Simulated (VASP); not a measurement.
Write the native input for VASP 6.6.1 that does the following.

| Property | Result |
| --- | --- |
| Task | electric field gradients |
| Functional | PBEsol |
| Potentials or basis | VASP PAW PBE potentials, release 64 (Li_sv) |
| Cutoff | 520 eV |
| k mesh | 12 × 12 × 12 |
| Occupations | fermi-dirac, width 0.05 eV |
| Spin | no spin polarisation |
| Dipole correction | no |
| Further INCAR settings | ALGO = Normal; EDIFF = 1e-08; NBANDS = 12 |

The structure of Li lies in POSCAR:

```
Li
1.0
    1.5504989657      0.8951809952      7.3606510000
   -1.5504989657      0.8951809952      7.3606510000
    0.0000000000     -1.7903619905      7.3606510000
Li
3
Direct
    0.0000000000      0.0000000000      0.0000000000
    0.2220000000      0.2220000000      0.2220000000
    0.7780000000      0.7780000000      0.7780000000
```

This cell differs from its parent crystal: zz strain of -3 %.

These files were run (other wordings do the same):

INCAR

```
PREC = Accurate
ENCUT = 520
EDIFF = 1E-8
ISMEAR = -1
SIGMA = 0.05
LREAL = False
LASPH = True
NELM = 80
ALGO = Normal
ISIF = 2
LWAVE = False
LCHARG = False
GGA = PS
LEFG = True
NBANDS = 12
```

KPOINTS

```
Automatic mesh
0
Gamma
  12 12 12
```

Potentials or basis: VASP PAW PBE potentials, release 64 (Li_sv).

Launch:

```console
$ cat potpaw_PBE.64/Li_sv/POTCAR > POTCAR
$ mpirun -np 1 vasp_std > vasp.out
```

Results of the run:

* Largest force: 0.010 eV/Å
* Band gap on the k mesh: zero (an odd number of electrons rules out a gap without spin polarisation)
* Largest electric field gradient by atom: Li +0.17, +0.20 (each value once) V/Å²

Caveat: the cell differs from its parent crystal (zz strain of -3 %); without QUAD_EFG the Cq values of the log hold for a quadrupole moment of 1 mb, not for the nuclei; the PAW data sets were made with another functional, which shifts forces and pressure a little.

It took 5.4 min on 1 thread of AMD EPYC 9R45 96-Core Processor (Zen 5) (shared host), peak memory 0.39 GiB.
